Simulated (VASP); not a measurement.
# Al4GaRu2 (P-3m1) in VASP: relaxation of cell and atoms with PBE

Aim: the relaxation of cell and atoms of Al4GaRu2 with PBE.

Everything below comes from runs of VASP 6.6.1. Logs are shortened: lines on timing, memory, paths and dates and some standing lists are left out, and cuts for length are marked.

### 1 The cell of the first run

It takes space group P-3m1 (No. 164, trigonal). Conventional cell: a = 4.764 Å, b = 4.764 Å, c = 5.879 Å, α = 90.00°, β = 90.00°, γ = 120.00°. Within 3.1 Å of Al (site symmetry 2/m) lie 6 Al at 2.38 Å and 2 Ru at 3.06 Å. Al (site symmetry -3m) has 6 Al at 2.38 Å and 2 Ga at 2.94 Å within 3.1 Å. Within 3.6 Å of Ga (site symmetry -3m) lie 6 Ru at 2.76 Å and 2 Al at 2.94 Å. Ru (site symmetry 3m) has 3 Ga at 2.76 Å and 3 Ru at 2.78 Å and 6 Al at 3.06 to 3.44 Å within 3.6 Å.

The cell was generated, and may not be a known phase.

### 2 Relaxation of cell and atoms, PBE

INCAR reads:

```
  ALGO = Normal
  EDIFF = 1E-7
  EDIFFG = -0.08
  ENCUT = 600
  GGA = PE
  IBRION = 2
  ISIF = 3
  ISMEAR = 0
  LASPH = True
  LCHARG = False
  LREAL = False
  LWAVE = False
  NELM = 100
  NSW = 36
  PREC = Accurate
  SIGMA = 0.2
```

KPOINTS reads:

```
k-points
0
Gamma
  4 4 3
```

POSCAR reads:

```
Al4GaRu2
1.0
    4.7644918800      0.0000000000      0.0000000000
   -2.3822459400      4.1261710000      0.0000000000
    0.0000000000      0.0000000000      5.8792116300
Al Ga Ru
4 1 2
Direct
    0.5000000000      0.0000000000      0.0000000000
    0.0000000000      0.5000000000      0.0000000000
    0.5000000000      0.5000000000      0.0000000000
    0.0000000000      0.0000000000      0.0000000000
    0.0000000000      0.0000000000      0.5000000000
    0.3333333300      0.6666666700      0.5356105000
    0.6666666700      0.3333333300      0.4643895000
```

Potentials or basis: VASP PAW PBE potentials, release 64 (Al, Ga_d, Ru_pv).

Launch:

```console
cat potpaw_PBE.64/Al/POTCAR potpaw_PBE.64/Ga_d/POTCAR potpaw_PBE.64/Ru_pv/POTCAR > POTCAR
mpirun -np 1 vasp_std > vasp.out
```

OUTCAR:

```text
EDIFF = 1E-7
   EDIFFG = -0.08
   ENCUT = 600
   GGA = PE
   IBRION = 2
   ISIF = 3
   ISMEAR = 0
   LASPH = True
   LREAL = False
   NELM = 100
   NSW = 36
   PREC = Accurate

 ion  position               nearest neighbor table
   1  0.500  0.000  0.000-   2 2.38   3 2.38   3 2.38   2 2.38   4 2.38   4 2.38   7 3.06   6 3.06

   2  0.000  0.500  0.000-   1 2.38   4 2.38   4 2.38   1 2.38   3 2.38   3 2.38   7 3.06   6 3.06

   3  0.500  0.500  0.000-   1 2.38   4 2.38   1 2.38   4 2.38   2 2.38   2 2.38   7 3.06   6 3.06

   4  0.000  0.000  0.000-   2 2.38   3 2.38   2 2.38   3 2.38   1 2.38   1 2.38   5 2.94   5 2.94

   5  0.000  0.000  0.500-   6 2.76   7 2.76   6 2.76   7 2.76   7 2.76   6 2.76   4 2.94   4 2.94

   6  0.333  0.667  0.536-   5 2.76   5 2.76   5 2.76   7 2.78   7 2.78   7 2.78   1 3.06   2 3.06
                             3 3.06
   7  0.667  0.333  0.464-   5 2.76   5 2.76   5 2.76   6 2.78   6 2.78   6 2.78   1 3.06   2 3.06
                             3 3.06

  LATTYP: Found a hexagonal cell.
 ALAT       =     4.7644918800
 C/A-ratio  =     1.2339640361

  Lattice vectors:

 A1 = (   4.7644918800,   0.0000000000,   0.0000000000)
 A2 = (  -2.3822459400,   4.1261710000,   0.0000000000)
 A3 = (   0.0000000000,   0.0000000000,   5.8792116300)

Analysis of symmetry for initial positions (statically):
=====================================================================
 Subroutine PRICEL returns:
 Original cell was already a primitive cell.

 Routine SETGRP: Setting up the symmetry group for a
 hexagonal supercell.

 Subroutine GETGRP returns: Found 12 space group operations
 (whereof 12 operations were pure point group operations)
 out of a pool of 24 trial point group operations.

The static configuration has the point symmetry D_3d.

Analysis of symmetry for dynamics (positions and initial velocities):
=====================================================================
 Subroutine PRICEL returns:
 Original cell was already a primitive cell.

 Routine SETGRP: Setting up the symmetry group for a
 hexagonal supercell.

 Subroutine GETGRP returns: Found 12 space group operations
 (whereof 12 operations were pure point group operations)
 out of a pool of 24 trial point group operations.

The dynamic configuration has the point symmetry D_3d.

 Subroutine INISYM returns: Found 12 space group operations
 (whereof 12 operations are pure point group operations),
 and found     1 'primitive' translations

----------------------------------------------------------------------------------------

                                     Primitive cell

  volume of cell :     115.5801

  direct lattice vectors                    reciprocal lattice vectors
     4.764491880  0.000000000  0.000000000     0.209885970  0.121177721  0.000000000
    -2.382245940  4.126171000  0.000000000     0.000000000  0.242355443  0.000000000
     0.000000000  0.000000000  5.879211630     0.000000000  0.000000000  0.170090832

  length of vectors
     4.764491880  4.764491876  5.879211630     0.242355443  0.242355443  0.170090832

  position of ions in fractional coordinates (direct lattice)
     0.500000000  0.000000000  0.000000000
     0.000000000  0.500000000  0.000000000
     0.500000000  0.500000000  0.000000000
     0.000000000  0.000000000  0.000000000
     0.000000000  0.000000000  0.500000000
     0.333333330  0.666666670  0.535610500
     0.666666670  0.333333330  0.464389500

  ion indices of the primitive-cell ions
   primitive index   ion index
                 1           1
                 2           2
                 3           3
                 4           4
                 5           5
                 6           6
                 7           7

----------------------------------------------------------------------------------------

 KPOINTS: k-points

Automatic generation of k-mesh.
 Grid dimensions read from file:
 generate k-points for:    4    4    3

 Generating k-lattice:

  Cartesian coordinates                     Fractional coordinates (reciprocal lattice)
     0.052471493  0.030294430  0.000000000     0.250000000  0.000000000  0.000000000
     0.000000000  0.060588861  0.000000000     0.000000000  0.250000000  0.000000000
     0.000000000  0.000000000  0.056696944     0.000000000  0.000000000  0.333333333

  Length of vectors
     0.060588861  0.060588861  0.056696944

  Shift w.r.t. Gamma in fractional coordinates (k-lattice)
     0.000000000  0.000000000  0.000000000

 Subroutine IBZKPT returns following result:
 ===========================================

 Found      9 irreducible k-points:

 Following reciprocal coordinates:
            Coordinates               Weight
  0.000000  0.000000  0.000000      1.000000
  0.250000  0.000000  0.000000      6.000000
  0.500000  0.000000  0.000000      3.000000
  0.250000  0.250000  0.000000      6.000000
  0.000000  0.000000  0.333333      2.000000
  0.250000  0.000000  0.333333      6.000000
  0.000000  0.250000  0.333333      6.000000
  0.500000  0.000000  0.333333      6.000000
  0.250000  0.250000  0.333333     12.000000
   k-points           NKPTS =      9   k-points in BZ     NKDIM =      9   number of bands    NBANDS=     31
   number of dos      NEDOS =    301   number of ions     NIONS =      7
   total plane-waves  NPLWV =  76800
   dimension x,y,z NGX =    40 NGY =   40 NGZ =   48
   dimension x,y,z NGXF=    80 NGYF=   80 NGZF=   96
   ions per type =               4   1   2
   NGX,Y,Z   is equivalent  to a cutoff of  13.96, 13.96, 13.57 a.u.
   NGXF,Y,Z  is equivalent  to a cutoff of  27.91, 27.91, 27.15 a.u.
 SYSTEM =  unknown system
   PREC   = accura    normal or accurate (medium, high low for compatibility)
   ISTART =      0    job   : 0-new  1-cont  2-samecut
   ICHARG =      2    charge: 1-file 2-atom 10-const
   ISPIN  =      1    spin polarized calculation?
   LNONCOLLINEAR =      F non collinear calculations
   LSORBIT =      F    spin-orbit coupling
   LASPH  =      T    aspherical Exc in radial PAW
   ENCUT  =  600.0 eV  44.10 Ry    6.64 a.u.   9.52  9.52 11.74*2*pi/ulx,y,z
   NELM   =    100;   NELMIN=  2; NELMDL= -5     # of ELM steps
   EDIFF  = 0.1E-06   stopping-criterion for ELM
   LREAL  =      F    real-space projection
   EDIFFG = -.8E-01   stopping-criterion for IOM
   NSW    =     36    number of steps for IOM
   IBRION =      2    ionic relax: 0-MD 1-quasi-New 2-CG
   NFREE  =      1    steps in history (QN), initial steepest desc. (CG)
   ISIF   =      3    stress and relaxation
   ISYM   =      2    0-nonsym 1-usesym 2-fastsym
   POTIM  = 0.5000    time-step for ionic-motion
   TEBEG  =    0.0;   TEEND  =   0.0 temperature during run
   PSTRESS=    0.0 pullay stress
   NELECT =      53.0000    total number of electrons
   NUPDOWN=      -1.0000    fix difference up-down
   EMIN   =  10.00;   EMAX   =-10.00  energy-range for DOS
   EFERMI =   0.00;   METHOD = LEGACY
   ISMEAR =     0;   SIGMA  =   0.20  broadening in eV -4-tet -1-fermi 0-gaus
   EFERMI_NEDOS =   21; number of points for ismear=-14 and -15
   IALGO  =     38    algorithm
   IMIX   =      4    mixing-type and parameters
     AMIX     =   0.40;   BMIX     =  1.00
     AMIX_MAG =   1.60;   BMIX_MAG =  1.00
  volume/ion in A,a.u.               =      16.51       111.42
  Fermi-wavevector in a.u.,A,eV,Ry     =   1.262426  2.385639 21.683858  1.593719
  Thomas-Fermi vector in A             =   2.395834
   LORBIT       =      0    0 simple, 1 ext, 2 COOP (PROOUT), +10 PAW based schemes
   GGA     = PE    functional components
   LHFCALC =     F    Hartree Fock is set to
   AEXX    =    0.0000 exact exchange contribution
   IVDW    =     0    specifies the selected vdW correction
   LEPSILON=     F    determine dielectric tensor
   LRPA    =     F    only Hartree local field effects (RPA)
 conjugate gradient relaxation of ions
 non-spin polarized calculation
 Gauss-broadening in eV      SIGMA  =   0.20
  energy-cutoff  :      600.00
  volume of cell :      115.58
 maximum number of plane-waves:      3888
 NGX is ok and might be reduce to    40
   NGX = 19   NGY = 19   NGZ = 23

--------------------------------------- Ionic step        1  -------------------------------------------

 number of electron      52.9999997 magnetization

 Free energy of the ion-electron system (eV)
  ---------------------------------------------------
  ext. energy  EPLUGINS =         0.00000000
  ---------------------------------------------------
  free energy    TOTEN  =       -30.92646165 eV

  energy without entropy =      -30.74783255  energy(sigma->0) =      -30.83714710

------------------------ aborting loop because EDIFF is reached ----------------------------------------

  FORCE on cell =-STRESS in cart. coord.  units (eV):
  Direction    XX          YY          ZZ          XY          YZ          ZX
  --------------------------------------------------------------------------------------
  -------------------------------------------------------------------------------------
  Total       15.1908152     15.1908151    -11.8471774      0.0000000      0.0000000      0.0000000
  in kB      210.5759433    210.5759429   -164.2262471      0.0000000      0.0000000      0.0000000
  external PRESSURE =      85.6418797 kB  Pullay stress =       0.0000000 kB
[... 104 lines left out ...]
  FREE ENERGIE OF THE ION-ELECTRON SYSTEM (eV)
  ---------------------------------------------------
  free  energy   TOTEN  =       -33.0267957573 eV

  energy  without entropy=      -32.9047329254  energy(sigma->0) =      -32.96576434

[... ionic steps 4 to 13 ...]

--------------------------------------- Ionic step       14  -------------------------------------------

 number of electron      52.9999990 magnetization

------------------------ aborting loop because EDIFF is reached ----------------------------------------

  FORCE on cell =-STRESS in cart. coord.  units (eV):
  Direction    XX          YY          ZZ          XY          YZ          ZX
  --------------------------------------------------------------------------------------
  -------------------------------------------------------------------------------------
  Total       -0.9092743     -0.9092743      1.0740344      0.0000000      0.0000000      0.0000000
  in kB      -13.0192221    -13.0192221     15.3782989      0.0000000      0.0000000      0.0000000
  external PRESSURE =      -3.5533818 kB  Pullay stress =       0.0000000 kB
[... 67 lines left out ...]
  energy  without entropy=      -34.7217909814  energy(sigma->0) =      -34.77712522

--------------------------------------- Ionic step       16  -------------------------------------------

 number of electron      52.9999993 magnetization

 Free energy of the ion-electron system (eV)
  ---------------------------------------------------
  ext. energy  EPLUGINS =         0.00000000
  ---------------------------------------------------
  free energy    TOTEN  =       -34.83980497 eV

  energy without entropy =      -34.73018252  energy(sigma->0) =      -34.78499375

 E-fermi :   8.4317     XC(G=0): -11.3134

 val. band max:        8.4288187003   @ k =   0.2500   0.0000   0.0000
 cond. band min:       8.4330007470   @ k =   0.0000   0.0000   0.0000
 fundamental gap:      0.0041820467
 Fermi energy:         8.4316854229

 k-point     1 :       0.0000    0.0000    0.0000
  band No.  band energies     occupation
      1     -33.7647      2.00000
      2     -33.7647      2.00000
      3     -33.6689      2.00000
      4     -33.6689      2.00000
      5     -33.6086      2.00000
      6     -33.5872      2.00000
[... 329 lines left out ...]
  FREE ENERGIE OF THE ION-ELECTRON SYSTEM (eV)
  ---------------------------------------------------
  free  energy   TOTEN  =       -34.8398049706 eV

  energy  without entropy=      -34.7301825236  energy(sigma->0) =      -34.78499375

 reached required accuracy - stopping structural energy minimisation
```

Run time: 14 min. Hardware: 1 thread of Oxide Virtual Turin-like, shared host; peak memory 0.26 GiB.

What came out:

```yaml
Free_energy: -34.8398 eV
Relaxed_volume: 15.87 Å³/atom
Relaxed_cell: a = 5.319 Å, b = 5.319 Å, c = 4.536 Å, α = 90.00°, β = 90.00°, γ = 120.00°
Space_group_after_relaxing_to_0.1_Å: P6/mmm (No. 191)
Energy_gained_by_relaxing: 559.0 meV/atom
Ionic_steps: 16
Pressure_after_relaxing: -0.4 GPa
Largest_force_after_relaxing: 0.034 eV/Å
Band_gap_on_the_k_mesh: zero (an odd number of electrons rules out a gap without spin polarisation)
```

Forces on the atoms (eV/Å):
```
Al   0.000  0.000  0.000
Al   0.000  0.000  0.000
Al   0.000  0.000  0.000
Al   0.000  0.000  0.000
Ga   0.000  0.000  0.000
Ru   0.000  0.000 -0.034
Ru   0.000  0.000  0.034
```

The path:
| step | energy change (eV) | largest force (eV/Å) | pressure (GPa) | volume (Å³) |
| --- | --- | --- | --- | --- |
| 1 | 0.0000 | 0.4781 | 8.56 | 115.58 |
| 2 | -2.0378 | 0.4949 | -11.63 | 129.53 |
| 3 | -2.1003 | 0.5301 | -12.78 | 131.28 |
| 4 | -3.7755 | 0.3450 | -1.30 | 115.23 |
| 5 | -3.7902 | 0.2328 | -2.79 | 116.33 |
| 6 | -3.7890 | 0.2018 | -3.20 | 116.64 |
| 7 | -3.8471 | 0.2527 | -1.14 | 113.13 |
| 8 | -3.8480 | 0.2581 | -0.82 | 112.67 |
| 9 | -3.8599 | 0.3212 | 0.37 | 111.56 |
| 10 | -3.8606 | 0.3394 | 0.75 | 111.22 |
| 11 | -3.8707 | 0.3018 | 0.49 | 111.34 |
| 12 | -3.8893 | 0.1999 | -0.12 | 111.69 |
| 13 | -3.8760 | 0.0248 | -0.57 | 112.37 |
| 14 | -3.8921 | 0.1483 | -0.36 | 111.90 |
| 15 | -3.9060 | 0.0920 | -0.43 | 111.57 |
| 16 | -3.9133 | 0.0337 | -0.42 | 111.12 |

Final structure:
```
CELL_PARAMETERS angstrom
5.31859 0.00000 0.00000
-2.65929 4.60603 0.00000
0.00000 0.00000 4.53605
ATOMIC_POSITIONS crystal
Al 0.50000 0.00000 0.00000
Al 0.00000 0.50000 0.00000
Al 0.50000 0.50000 0.00000
Al 0.00000 0.00000 0.00000
Ga 0.00000 0.00000 0.50000
Ru 0.33333 0.66667 0.50574
Ru 0.66667 0.33333 0.49426
```

Caveat: the k points lie up to 0.46 Å⁻¹ apart in the final cell, too coarse for converged energies and pressures of a metal; a cell axis changed by over 15 % at a fixed basis, so the end point is rough; the relaxation stopped at a loose force limit of 0.08 eV/Å, so its end isn't a converged minimum.
